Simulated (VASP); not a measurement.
B3N2: single point with PBE

The system is B3N2.

```xyz
5
Lattice="3.3531 0.0000 0.0000 0.0000 3.3531 0.0000 0.0000 0.0000 3.3531" Properties=species:S:1:pos:R:3 pbc="T T T"
B     0.0000    1.6766    1.6766
B     1.6766    0.0000    1.6766
B     1.6766    1.6766    0.0000
N     0.0000    0.0000    0.0000
N     1.6766    1.6766    1.6766
```

```json
{
 "Program": "VASP 6.6.1",
 "Task": "single point",
 "Functional": "PBE",
 "Potentials or basis": "VASP PAW PBE potentials, release 64 (B, N)",
 "Cutoff": "520 eV",
 "k mesh": "6 × 6 × 6",
 "Occupations": "gaussian, width 0.1 eV",
 "Spin": "collinear spin, ferromagnetic start",
 "Starting moments": "[0.0, 0.0, 0.0, 1.0, 1.0] μB",
 "Dipole correction": "no",
 "Further INCAR settings": "ALGO = Normal; EDIFF = 1e-06; NBANDS = 22"
}
```

```
Pressure                                              : -0.2 GPa
Net moment                                            : 0.00 μB per cell
Valence electrons inside the program's atomic spheres : B 1.56; N 3.41, 3.79
```

Levels at points of the mesh, in eV from the Fermi level:
Spin up:
| k point | band 7 | band 8 | band 9 | band 10 | band 11 | band 12 |
| --- | --- | --- | --- | --- | --- | --- |
| (0.00, 0.00, 0.00) | -2.74 | -2.74 | -2.49 | -2.49 | -1.46 | 3.54 |
| (0.50, 0.00, 0.00) | -3.67 | -3.67 | -1.11 | 0.59 | 2.65 | 2.72 |
| (0.50, 0.50, 0.00) | -3.34 | -2.58 | -2.23 | -1.89 | 0.38 | 0.38 |
| (0.50, 0.50, 0.50) | -7.40 | -7.40 | 3.13 | 3.13 | 3.13 | 4.23 |
Spin down:
```tsv
k point	band 5	band 6	band 7	band 8	band 9	band 10	band 11	band 12	band 13	band 14
(0.00, 0.00, 0.00)	-10.56	-2.74	-2.74	-2.74	-2.49	-2.49	-1.46	3.54	3.54	3.54
(0.50, 0.00, 0.00)	-9.89	-6.49	-3.67	-3.67	-1.11	0.59	2.65	2.72	3.00	3.00
(0.50, 0.50, 0.00)	-9.40	-3.34	-3.34	-2.58	-2.23	-1.89	0.38	0.38	4.90	4.90
(0.50, 0.50, 0.50)	-11.01	-7.40	-7.40	-7.40	3.13	3.13	3.13	4.23	4.23	4.23
```

Wall time 20 s on 1 thread of Intel(R) Xeon(R) 6975P-C (Granite Rapids) (shared host), peak memory 0.17 GiB.
